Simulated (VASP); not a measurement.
# MgO (P3m1) in VASP: single point with LDA

Aim: the single point of MgO with LDA.

Everything below comes from runs of VASP 6.6.1. Logs are shortened: lines on timing, memory, paths and dates and some standing lists are left out, and cuts for length are marked.

## (1) The cell of the first run

The structure is trigonal, space group P3m1 (No. 156). Conventional cell: a = 3.020 Å, b = 3.020 Å, c = 14.643 Å, α = 90.00°, β = 90.00°, γ = 120.00°. Within 2.7 Å of Mg (site symmetry 3m) lie 6 O at 2.05 to 2.14 Å. Within 2.9 Å of Mg (site symmetry 3m) lie 6 O at 2.14 Å and 3 Mg at 2.90 Å. Within 2.8 Å of Mg (site symmetry 3m) lie 6 O at 2.14 Å. Mg (site symmetry 3m) has 6 O at 2.14 Å within 2.8 Å. Mg (site symmetry 3m) has 6 O at 2.14 Å within 2.8 Å. Mg (site symmetry 3m) has 6 O at 2.14 Å within 2.8 Å. O (site symmetry 3m) has 6 Mg at 2.14 Å within 2.8 Å. Within 2.9 Å of O (site symmetry 3m) lie 6 Mg at 2.14 Å and 3 O at 2.90 Å.

## (2) Single point, LDA (the distance across one plane changed)

INCAR reads:

```
PREC = Accurate
ENCUT = 840
EDIFF = 1E-6
ISMEAR = 0
SIGMA = 0.05
LREAL = False
LASPH = True
NELM = 120
ALGO = Normal
ISIF = 2
LWAVE = False
LCHARG = False
NBANDS = 60
GGA_COMPAT = False
```

KPOINTS reads:

```
regular mesh
0
Gamma
  9 9 2
```

POSCAR reads:

```
MgO
1.0
    2.1351500000     -2.1351500000      0.0000000000
    2.1351500000      0.0000000000     -2.1351500000
    8.4539974596      8.4539974596      8.4539974596
Mg O
6 6
Direct
    0.6666666667      0.6666666667      0.0420934990
    0.0000000000      0.0000000000      0.8839634783
    0.3333333333      0.3333333333      0.2104674948
    0.6666666667      0.6666666667      0.5472154866
    0.0000000000      0.0000000000      0.3788414907
    0.3333333333      0.3333333333      0.7155894824
    0.6666666667      0.6666666667      0.2946544928
    0.0000000000      0.0000000000      0.1262804969
    0.3333333333      0.3333333333      0.4630284886
    0.6666666667      0.6666666667      0.7997764804
    1.0000000000      1.0000000000      0.6314024845
    0.3333333333      0.3333333333      0.9681504762
```

Potentials or basis: VASP PAW LDA potentials, release 64 (Mg_sv, O).

Run with:

```console
> cat potpaw_LDA.64/Mg_sv/POTCAR potpaw_LDA.64/O/POTCAR > POTCAR
> mpirun -np 1 vasp_std > vasp.out
```

OUTCAR:

```text
PREC = Accurate
   ENCUT = 840
   EDIFF = 1E-6
   ISMEAR = 0
   LREAL = False
   LASPH = True
   NELM = 120
   ISIF = 2

 ion  position               nearest neighbor table
   1  0.667  0.667  0.042-  12 2.05  12 2.05  12 2.05
   2  0.000  0.000  0.884-
   3  0.333  0.333  0.210-
   4  0.667  0.667  0.547-
   5  0.000  0.000  0.379-
   6  0.333  0.333  0.716-
   7  0.667  0.667  0.295-
   8  0.000  0.000  0.126-
   9  0.333  0.333  0.463-
  10  0.667  0.667  0.800-
  11  0.000  0.000  0.631-
  12  0.333  0.333  0.968-   1 2.05   1 2.05   1 2.05

  LATTYP: Found a hexagonal cell.
 ALAT       =     3.0195580877
 C/A-ratio  =     4.8493033423

  Lattice vectors:

 A1 = (  -2.1351500000,   0.0000000000,   2.1351500000)
 A2 = (   2.1351500000,  -2.1351500000,   0.0000000000)
 A3 = (   8.4539974596,   8.4539974596,   8.4539974596)

Analysis of symmetry for initial positions (statically):
=====================================================================
 Subroutine PRICEL returns:
 Original cell was already a primitive cell.

 Routine SETGRP: Setting up the symmetry group for a
 hexagonal supercell.

 Subroutine GETGRP returns: Found  6 space group operations
 (whereof  6 operations were pure point group operations)
 out of a pool of 24 trial point group operations.

The static configuration has the point symmetry C_3v.

Analysis of symmetry for dynamics (positions and initial velocities):
=====================================================================
 Subroutine PRICEL returns:
 Original cell was already a primitive cell.

 Routine SETGRP: Setting up the symmetry group for a
 hexagonal supercell.

 Subroutine GETGRP returns: Found  6 space group operations
 (whereof  6 operations were pure point group operations)
 out of a pool of 24 trial point group operations.

The dynamic configuration has the point symmetry C_3v.

 Subroutine INISYM returns: Found  6 space group operations
 (whereof  6 operations are pure point group operations),
 and found     1 'primitive' translations

----------------------------------------------------------------------------------------

                                     Primitive cell

  volume of cell :     115.6219

  direct lattice vectors                    reciprocal lattice vectors
     2.135150000 -2.135150000  0.000000000     0.156117057 -0.312234113  0.156117057
     2.135150000  0.000000000 -2.135150000     0.156117057  0.156117057 -0.312234113
     8.453997460  8.453997460  8.453997460     0.039429079  0.039429079  0.039429079

  length of vectors
     3.019558088  3.019558088 14.642753127     0.382407129  0.382407129  0.068293168

  position of ions in fractional coordinates (direct lattice)
     0.666666667  0.666666667  0.042093499
     0.000000000  0.000000000  0.883963478
     0.333333333  0.333333333  0.210467495
     0.666666667  0.666666667  0.547215487
     0.000000000  0.000000000  0.378841491
     0.333333333  0.333333333  0.715589482
     0.666666667  0.666666667  0.294654493
     0.000000000  0.000000000  0.126280497
     0.333333333  0.333333333  0.463028489
     0.666666667  0.666666667  0.799776480
     0.000000000  0.000000000  0.631402485
     0.333333333  0.333333333  0.968150476

  ion indices of the primitive-cell ions
   primitive index   ion index
                 1           1
                 2           2
                 3           3
                 4           4
                 5           5
                 6           6
                 7           7
                 8           8
                 9           9
                10          10
                11          11
                12          12

----------------------------------------------------------------------------------------

 KPOINTS: regular mesh

Automatic generation of k-mesh.
 Grid dimensions read from file:
 generate k-points for:    9    9    2

 Generating k-lattice:

  Cartesian coordinates                     Fractional coordinates (reciprocal lattice)
     0.017346340 -0.034692679  0.017346340     0.111111111  0.000000000  0.000000000
     0.017346340  0.017346340 -0.034692679     0.000000000  0.111111111  0.000000000
     0.019714539  0.019714539  0.019714539     0.000000000  0.000000000  0.500000000

  Length of vectors
     0.042489681  0.042489681  0.034146584

  Shift w.r.t. Gamma in fractional coordinates (k-lattice)
     0.000000000  0.000000000  0.000000000

 Subroutine IBZKPT returns following result:
 ===========================================

 Found     24 irreducible k-points:

 Following reciprocal coordinates:
            Coordinates               Weight
  0.000000  0.000000  0.000000      1.000000
  0.111111  0.000000  0.000000      6.000000
  0.222222  0.000000  0.000000      6.000000
  0.333333  0.000000  0.000000      6.000000
  0.444444  0.000000  0.000000      6.000000
  0.222222  0.111111 -0.000000      6.000000
[... 16 lines left out ...]
 -0.444444  0.222222  0.500000     12.000000
 -0.333333  0.333333  0.500000      2.000000
   k-points           NKPTS =     24   k-points in BZ     NKDIM =     24   number of bands    NBANDS=     60
   number of dos      NEDOS =    301   number of ions     NIONS =     12
   total plane-waves  NPLWV = 126000
   dimension x,y,z NGX =    30 NGY =   30 NGZ =  140
   dimension x,y,z NGXF=    60 NGYF=   60 NGZF=  280
   ions per type =               6   6
   NGX,Y,Z   is equivalent  to a cutoff of  16.52, 16.52, 15.89 a.u.
   NGXF,Y,Z  is equivalent  to a cutoff of  33.03, 33.03, 31.79 a.u.
 SYSTEM =  unknown system
   PREC   = accura    normal or accurate (medium, high low for compatibility)
   ISTART =      0    job   : 0-new  1-cont  2-samecut
   ICHARG =      2    charge: 1-file 2-atom 10-const
   ISPIN  =      1    spin polarized calculation?
   LNONCOLLINEAR =      F non collinear calculations
   LSORBIT =      F    spin-orbit coupling
   LASPH  =      T    aspherical Exc in radial PAW
   ENCUT  =  840.0 eV  61.74 Ry    7.86 a.u.   7.14  7.14 34.60*2*pi/ulx,y,z
   NELM   =    120;   NELMIN=  2; NELMDL= -5     # of ELM steps
   EDIFF  = 0.1E-05   stopping-criterion for ELM
   LREAL  =      F    real-space projection
   EDIFFG = 0.1E-04   stopping-criterion for IOM
   NSW    =      0    number of steps for IOM
   IBRION =     -1    ionic relax: 0-MD 1-quasi-New 2-CG
   NFREE  =      0    steps in history (QN), initial steepest desc. (CG)
   ISIF   =      2    stress and relaxation
   ISYM   =      2    0-nonsym 1-usesym 2-fastsym
   POTIM  = 0.5000    time-step for ionic-motion
   TEBEG  =    0.0;   TEEND  =   0.0 temperature during run
   PSTRESS=    0.0 pullay stress
   NELECT =      96.0000    total number of electrons
   NUPDOWN=      -1.0000    fix difference up-down
   EMIN   =  10.00;   EMAX   =-10.00  energy-range for DOS
   EFERMI =   0.00;   METHOD = LEGACY
   ISMEAR =     0;   SIGMA  =   0.05  broadening in eV -4-tet -1-fermi 0-gaus
   EFERMI_NEDOS =   21; number of points for ismear=-14 and -15
   IALGO  =     38    algorithm
   IMIX   =      4    mixing-type and parameters
     AMIX     =   0.40;   BMIX     =  1.00
     AMIX_MAG =   1.60;   BMIX_MAG =  1.00
  volume/ion in A,a.u.               =       9.64        65.02
  Fermi-wavevector in a.u.,A,eV,Ry     =   1.538693  2.907707 32.212811  2.367575
  Thomas-Fermi vector in A             =   2.645025
   LORBIT       =      0    0 simple, 1 ext, 2 COOP (PROOUT), +10 PAW based schemes
   GGA     = CA    functional components
   LHFCALC =     F    Hartree Fock is set to
   AEXX    =    0.0000 exact exchange contribution
   IVDW    =     0    specifies the selected vdW correction
   LEPSILON=     F    determine dielectric tensor
   LRPA    =     F    only Hartree local field effects (RPA)
 non-spin polarized calculation
 Gauss-broadening in eV      SIGMA  =   0.05
  energy-cutoff  :      840.00
  volume of cell :      115.62
 maximum number of plane-waves:      6456
 NGX is ok and might be reduce to    30
   NGX = 15   NGY = 15   NGZ = 69

 number of electron      95.9999957 magnetization

 Free energy of the ion-electron system (eV)
  ---------------------------------------------------
  ext. energy  EPLUGINS =         0.00000000
  ---------------------------------------------------
  free energy    TOTEN  =       -79.07781483 eV

  energy without entropy =      -79.07781483  energy(sigma->0) =      -79.07781483

 E-fermi :   3.0183     XC(G=0): -11.7732

 val. band max:        2.5965873037   @ k =   0.0000   0.0000   0.0000
 cond. band min:       6.6771573392   @ k =   0.0000   0.0000   0.0000
 fundamental gap:      4.0805700354
 Fermi energy:         3.0182874892

 k-point     1 :       0.0000    0.0000    0.0000
  band No.  band energies     occupation
      1     -69.5144      2.00000
      2     -69.2987      2.00000
      3     -69.1235      2.00000
      4     -68.9485      2.00000
      5     -68.8421      2.00000
      6     -68.7735      2.00000
[... 52 lines left out ...]
     59      15.8087      0.00000
     60      17.3945      0.00000

 k-point     2 :       0.1111    0.0000    0.0000
  band No.  band energies     occupation
      1     -69.5137      2.00000
      2     -69.2980      2.00000
      3     -69.1228      2.00000
      4     -68.9478      2.00000
      5     -68.8414      2.00000
      6     -68.7728      2.00000
[... 52 lines left out ...]
     59      15.1804      0.00000
     60      16.3310      0.00000

 k-point     3 :       0.2222    0.0000    0.0000
  band No.  band energies     occupation
      1     -69.5122      2.00000
      2     -69.2965      2.00000
      3     -69.1213      2.00000
      4     -68.9463      2.00000
      5     -68.8398      2.00000
      6     -68.7713      2.00000
[... 1312 lines left out ...]
     59      13.8964      0.00000
     60      14.0859      0.00000

 k-point    24 :      -0.3333    0.3333    0.5000
  band No.  band energies     occupation
      1     -69.5086      2.00000
      2     -69.2930      2.00000
      3     -69.1178      2.00000
      4     -68.9428      2.00000
      5     -68.8361      2.00000
      6     -68.7679      2.00000
[... 52 lines left out ...]
     59      14.0881      0.00000
     60      14.1254      0.00000

------------------------ aborting loop because EDIFF is reached ----------------------------------------

  FORCE on cell =-STRESS in cart. coord.  units (eV):
  Direction    XX          YY          ZZ          XY          YZ          ZX
  --------------------------------------------------------------------------------------
  -------------------------------------------------------------------------------------
  Total       -6.9519221     -6.9519221     -6.9519221      0.6071512      0.6071512      0.6071512
  in kB      -96.3330545    -96.3330545    -96.3330545      8.4133181      8.4133181      8.4133181
  external PRESSURE =     -96.3330545 kB  Pullay stress =       0.0000000 kB

 VOLUME and BASIS-vectors are now :
 -----------------------------------------------------------------------------
  energy-cutoff  :      840.00
  volume of cell :      115.62
      direct lattice vectors                 reciprocal lattice vectors
     2.135150000 -2.135150000  0.000000000     0.156117057 -0.312234113  0.156117057
     2.135150000  0.000000000 -2.135150000     0.156117057  0.156117057 -0.312234113
     8.453997460  8.453997460  8.453997460     0.039429079  0.039429079  0.039429079

 POSITION                                       TOTAL-FORCE (eV/Angst)
 -----------------------------------------------------------------------------------
      3.20273     -1.06757     -1.06757         0.841909      0.841909      0.841909
      7.47302      7.47302      7.47302        -0.272252     -0.272252     -0.272252
      3.20272      1.06757      1.06757        -0.078977     -0.078977     -0.078977
      7.47303      3.20273      3.20273        -0.081721     -0.081721     -0.081721
      3.20272      3.20272      3.20272        -0.082105     -0.082105     -0.082105
      7.47302      5.33787      5.33787        -0.081059     -0.081059     -0.081059
      5.33788      1.06758      1.06758         0.082054      0.082054      0.082054
      1.06757      1.06757      1.06757         0.114905      0.114905      0.114905
      5.33787      3.20272      3.20272         0.081850      0.081850      0.081850
      9.60818      5.33788      5.33788         0.077473      0.077473      0.077473
      5.33787      5.33787      5.33787         0.081916      0.081916      0.081916
      9.60817      7.47302      7.47302        -0.683994     -0.683994     -0.683994
 -----------------------------------------------------------------------------------
    total drift:                                0.000214      0.000214      0.000214

  FREE ENERGIE OF THE ION-ELECTRON SYSTEM (eV)
  ---------------------------------------------------
  free  energy   TOTEN  =       -79.0778148278 eV

  energy  without entropy=      -79.0778148278  energy(sigma->0) =      -79.07781483
```

Wall time 6 min (1 thread of Intel Xeon Platinum 8259CL at 2.50GHz (Skylake/Cascade Lake), shared host); peak memory 0.41 GiB.

What came out:

```yaml
Free_energy: -79.0778 eV
Pressure: -9.6 GPa
Largest_force: 1.458 eV/Å
Band_gap_on_the_k_mesh: 4.08 eV
```

Forces in eV/Å, atoms in the order of the input:
```
Mg   0.842  0.842  0.842
Mg  -0.272 -0.272 -0.272
Mg  -0.079 -0.079 -0.079
Mg  -0.082 -0.082 -0.082
Mg  -0.082 -0.082 -0.082
Mg  -0.081 -0.081 -0.081
O    0.082  0.082  0.082
O    0.115  0.115  0.115
O    0.082  0.082  0.082
O    0.077  0.077  0.077
O    0.082  0.082  0.082
O   -0.684 -0.684 -0.684
```

Stress tensor (GPa, compression positive):
```
-9.63  0.84  0.84
 0.84 -9.63  0.84
 0.84  0.84 -9.63
```

Levels at points of the mesh, in eV from the valence-band top:
| k point | band 45 | band 46 | band 47 | band 48 | band 49 | band 50 | band 51 | band 52 |
| --- | --- | --- | --- | --- | --- | --- | --- | --- |
| (0.00, 0.00, 0.00) | -0.27 | -0.15 | 0.00 | 0.00 | 4.08 | 5.45 | 5.61 | 6.87 |
| (0.00, 0.00, 0.50) | -0.26 | -0.26 | 0.00 | 0.00 | 4.40 | 4.72 | 6.38 | 6.48 |

Caveat: the cell differs from its parent crystal (the distance across one plane changed); the cell stands under tension; forces of over 1 eV/Å act on the atoms, so gaps and moduli don't describe the material at rest. A k mesh can miss the band edges.
